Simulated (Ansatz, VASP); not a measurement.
## One calculation of TePb, two programs

```xyz
2
Lattice="0.0000 3.2467 3.2467 3.2467 0.0000 3.2467 3.2467 3.2467 0.0000" Properties=species:S:1:pos:R:3 pbc="T T T"
Te    3.2467    3.2467    3.2467
Pb    0.0000    0.0000    0.0000
```

Alike in both runs: functional r2SCAN; k mesh 8 × 8 × 8; occupations fermi-dirac, width 0.02 eV; no spin polarisation.

Ansatz relaxed the structure, and its values are those at the end. VASP's run is a single point on that final structure, the one shown.

|  | VASP | Ansatz |
| --- | --- | --- |
| version | VASP 6.6.1 | Ansatz 0.2.0 |
| potentials or method | VASP PAW PBE potentials, release 64 (Te, Pb_d), cutoff 520 eV | PAW plane waves |
| valence electrons in the cell | 20 | 30 |

```tsv
	VASP	Ansatz	Ansatz less VASP
gap on the k mesh at the Fermi level (eV)	1.05	1.06	+0.004
pressure (GPa)	0.8	0.9	+0.03
```

VASP's potentials were made for PBE, not for r2SCAN. With one functional, cell and mesh, what is left measures potentials, basis and numerics. VASP's potentials hold 20 valence electrons a cell and Ansatz's 30, so a difference there can come from the potentials and not from the codes. Ansatz's warnings: stress scf threshold loose.

Neither program's run includes spin-orbit coupling.
